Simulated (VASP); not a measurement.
Input of a VASP 6.6.1 run:

File INCAR:

```
SYSTEM = SiNi
ALGO     = Normal         ! electronic algorithm
EDIFF    = 1E-6           ! SCF threshold, eV
ENCUT    = 600            ! plane-wave cutoff, eV
GGA_COMPAT= .FALSE.      
ISIF     = 2              ! what is computed and relaxed
ISMEAR   = 0              ! smearing method
LASPH    = .TRUE.         ! aspherical terms in the spheres
LCHARG   = .FALSE.        ! write CHGCAR
LREAL    = .FALSE.        ! projectors in reciprocal space
LWAVE    = .FALSE.        ! write WAVECAR
NBANDS   = 22             ! bands
NELM     = 120            ! most SCF steps
PREC     = Accurate       ! precision mode
SIGMA    = 0.1            ! smearing width, eV
```

Contents of KPOINTS:

```
k-points
0
G
  14 12 10
  0 0 0
```

Contents of POSCAR:

```
SiNi
1.0
    2.9761357790      0.0000000000      0.0000000000
    0.0000000000      3.2067450741      0.0000000000
    0.0000000000      0.0000000000      4.6293674000
Si Ni
2 2
Direct
    0.0000000000      0.0000000000      0.1586458927
    0.5000000000      0.5000000000      0.8413541073
    0.0000000000      0.0000000000      0.6569499809
    0.5000000000      0.5000000000      0.3430500191
```

Potentials or basis: VASP PAW LDA potentials, release 64 (Si, Ni).

Launch:

```bash
$ cat potpaw_LDA.64/Si/POTCAR potpaw_LDA.64/Ni/POTCAR > POTCAR
$ mpirun -np 1 vasp_std > vasp.out
```

Q: What does it give for the largest force?

A: 0.019 eV/Å.

Q: What does it give for the band gap on the k mesh?

A: Zero (bands 14 and 15 overlap by 2.45 eV).

Q: Estimate the pressure.

A: 0.4 GPa.

Stress tensor (GPa, compression positive):
```
0.26 0.00 0.00
0.00 0.29 0.00
0.00 0.00 0.57
```

Spin polarisation is off, so any magnetic state and its effect on volume and gap are missing.
